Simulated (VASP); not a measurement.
Wanted: the native input for a VASP 6.6.1 run.

```yaml
Task: single point
Functional: PBE
Potentials_or_basis: VASP PAW PBE potentials, release 64 (Ba_sv, Ti_sv, O_h)
Cutoff: 1340 eV
k_mesh: 8 × 8 × 8
Occupations: gaussian, width 0.05 eV
Spin: no spin polarisation
Dipole_correction: no
Further_INCAR_settings: ALGO = Normal; EDIFF = 1e-06; NBANDS = 28
```

The structure of BaTiO3 lies in POSCAR:

```
BaTiO3
1.0
    4.0192501416      0.0000000000      0.0000000000
    0.0000000000      4.0192501416      0.0000000000
    0.0000000000      0.0000000000      4.0192501416
Ba Ti O
1 1 3
Direct
    0.5000000000      0.5000000000      0.5000000000
    0.0000000000      0.0000000000      0.0000000000
    0.5000000000     -0.0140744021     -0.0140744021
    0.0000000000      0.5000000000      0.0000000000
    0.0000000000      0.0000000000      0.5000000000
```

This cell differs from its parent crystal: atom 3 (O) moved +0.080 Å towards its neighbour atom 1 (Ba) at 2.842 Å.

One way to write it, as run:

INCAR

```
PREC     = Accurate       # precision mode
ENCUT    = 1340           # plane-wave cutoff, eV
EDIFF    = 1E-6           # SCF threshold, eV
ISMEAR   = 0              # smearing method
SIGMA    = 0.05           # smearing width, eV
LREAL    = False          # projectors in reciprocal space
LASPH    = True           # aspherical terms in the spheres
NELM     = 120            # most SCF steps
ALGO     = Normal         # electronic algorithm
ISIF     = 2              # what is computed and relaxed
LWAVE    = False          # write WAVECAR
LCHARG   = False          # write CHGCAR
GGA      = PE             # functional
NBANDS   = 28             # bands
GGA_COMPAT= False
```

KPOINTS

```
Automatic mesh
0
Gamma
  8 8 8
```

Potentials or basis: VASP PAW PBE potentials, release 64 (Ba_sv, Ti_sv, O_h).

Run with:

```bash
$ cat potpaw_PBE.64/Ba_sv/POTCAR potpaw_PBE.64/Ti_sv/POTCAR potpaw_PBE.64/O_h/POTCAR > POTCAR
$ mpirun -np 1 vasp_std > vasp.out
```

It gave:

- Pressure: 1.6 GPa
- Largest force: 0.443 eV/Å
- Band gap on the k mesh: 1.72 eV (least direct gap 1.88 eV)

Caveat: the cell differs from its parent crystal (atom 3 (O) moved +0.080 Å towards its neighbour atom 1 (Ba) at 2.842 Å); spin-orbit coupling is left out, which moves the levels of the heavy elements.

Wall time 7.7 min on 1 thread of Intel(R) Xeon(R) Platinum 8559C (Emerald Rapids), with other jobs on the host, peak memory 0.88 GiB.
